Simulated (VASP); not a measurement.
Input of a VASP 6.6.1 run:

The input INCAR:

```
SYSTEM = C
PREC = Accurate
ENCUT = 600
EDIFF = 1E-7
ISMEAR = 0
SIGMA = 0.1
LREAL = .False.
LASPH = .True.
NELM = 80
ALGO = Normal
ISIF = 3
LWAVE = .False.
LCHARG = .False.
GGA = PE
IBRION = 2
NSW = 100
EDIFFG = -0.01
```

KPOINTS

```
Automatic mesh
0
Gamma
  10 10 10
  0 0 0
```

Contents of POSCAR:

```
C
1.0
    3.8576502482      0.0000000000      0.0000000000
    0.0000000000      3.8576502482      0.0000000000
    0.0000000000      0.0000000000      3.8576502482
C
8
Direct
    0.5000000000      0.5000000000      0.5000000000
    0.0000000000      0.0000000000      0.0000000000
    0.2500000000      0.0000000000      0.5000000000
    0.5000000000      0.2500000000      0.0000000000
    0.5000000000      0.7500000000      0.0000000000
    0.7500000000      0.0000000000      0.5000000000
    0.0000000000      0.5000000000      0.7500000000
    0.0000000000      0.5000000000      0.2500000000
```

Potentials or basis: VASP PAW PBE potentials, release 64 (C).

Command:

```sh
$ cat potpaw_PBE.64/C/POTCAR > POTCAR
$ mpirun -np 1 vasp_std > vasp.out
```

Predict the space group after relaxing (to 0.1 Å).

Pm-3n (No. 223).

Predict the relaxed volume.

7.28 Å³/atom.

Predict the relaxed cell.

a = 3.876 Å, b = 3.876 Å, c = 3.876 Å, α = 90.00°, β = 90.00°, γ = 90.00°.

Final structure:
```
CELL_PARAMETERS angstrom
3.87589 0.00000 0.00000
0.00000 3.87589 0.00000
0.00000 0.00000 3.87589
ATOMIC_POSITIONS crystal
C 0.50000 0.50000 0.50000
C 0.00000 0.00000 0.00000
C 0.25000 0.00000 0.50000
C 0.50000 0.25000 0.00000
C 0.50000 0.75000 0.00000
C 0.75000 0.00000 0.50000
C 0.00000 0.50000 0.75000
C 0.00000 0.50000 0.25000
```
